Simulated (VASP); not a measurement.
The system is MgO2.

```
Mg O
1.0
     1.60476    0.92651    3.49398
    -1.60476    0.92651    3.49398
     0.00000   -1.85302    3.49398
Mg O
1 2
Direct
  0.00000 0.00000 0.00000
  0.42879 0.42879 0.42879
  0.57121 0.57121 0.57121
```

* Program: VASP 6.6.1
* Task: relaxation of cell and atoms
* Functional: PBEsol
* Potentials or basis: VASP PAW PBE potentials, release 64 (Mg, O)
* Cutoff: 600 eV
* k mesh: 12 × 12 × 12
* Occupations: gaussian, width 0.02 eV
* Spin: no spin polarisation

At the start: pressure -5.2 GPa; volume 10.39 Å³/atom.

**Question.** Where does the relaxation end?

**Answer.** Over 7 steps the energy falls by 6.9 meV/atom and the volume is 9.97 Å³/atom (-4.1 %); space group R-3m (No. 166, to 0.1 Å) before and after.

The path:
```tsv
step	energy change (eV)	largest force (eV/Å)	pressure (GPa)	volume (Å³)
1	0.0000	0.1345	-5.19	31.17
2	-0.0107	0.6444	2.15	29.68
3	-0.0169	0.3284	-0.77	30.22
4	-0.0151	0.4634	1.08	29.58
5	-0.0205	0.0360	-0.01	29.93
6	-0.0207	0.0187	0.00	29.92
7	-0.0207	0.0007	0.01	29.90
```

Final structure:
```
CELL_PARAMETERS angstrom
1.58026 0.91236 3.45680
-1.58026 0.91236 3.45680
0.00000 -1.82473 3.45680
ATOMIC_POSITIONS crystal
Mg 0.00000 0.00000 0.00000
O 0.42885 0.42885 0.42885
O 0.57115 0.57115 0.57115
```

Caveat: the PAW data sets were made with another functional, which shifts forces and pressure a little.
